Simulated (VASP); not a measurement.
Set up this calculation in VASP 6.6.1, as the native input.

```yaml
Task: single point
Functional: PBE
Potentials_or_basis: VASP PAW PBE potentials, release 64 (Si, Cl)
Cutoff: 520 eV
k_mesh: 6 × 6 × 4
Occupations: gaussian, width 0.1 eV
Spin: no spin polarisation
Dipole_correction: no
Further_INCAR_settings: ALGO = Normal; EDIFF = 1e-06; NBANDS = 21
```

The structure of Si3Cl2 lies in POSCAR:

```
Si3Cl2
1.0
    3.8607839233      0.0000000000      0.0000000000
   -1.9303919616      3.3435369561      0.0000000000
    0.0000000000      0.0000000000     11.3425937167
Si Cl
3 2
Direct
    0.0000000000      0.0000000000      0.0000000000
    0.3333333333      0.6666666667      0.5203779453
    0.6666666667      0.3333333333      0.4796220547
    0.3333333333      0.6666666667      0.1262619519
    0.6666666667      0.3333333333      0.8737380481
```

One way to write it, as run:

INCAR

```
  PREC = Accurate
  ENCUT = 520
  EDIFF = 1E-6
  ISMEAR = 0
  SIGMA = 0.1
  LREAL = F
  LASPH = T
  NELM = 80
  ALGO = Normal
  ISIF = 2
  LWAVE = F
  LCHARG = F
  GGA = PE
  NBANDS = 21
```

KPOINTS

```
Automatic mesh
0
Gamma
  6 6 4
```

Potentials or basis: VASP PAW PBE potentials, release 64 (Si, Cl).

The run is started by

```console
$ cat potpaw_PBE.64/Si/POTCAR potpaw_PBE.64/Cl/POTCAR > POTCAR
$ mpirun -np 1 vasp_std > vasp.out
```

It gave:

```
Pressure               : 0.0 GPa
Largest force          : 0.005 eV/Å
Band gap on the k mesh : zero (band 13 reaches 2.63 eV, above the bottom of band 14 at 2.61 eV)
```

It took 43 s on 1 thread of Intel(R) Xeon(R) 6975P-C (Granite Rapids) (shared host), peak memory 0.27 GiB.
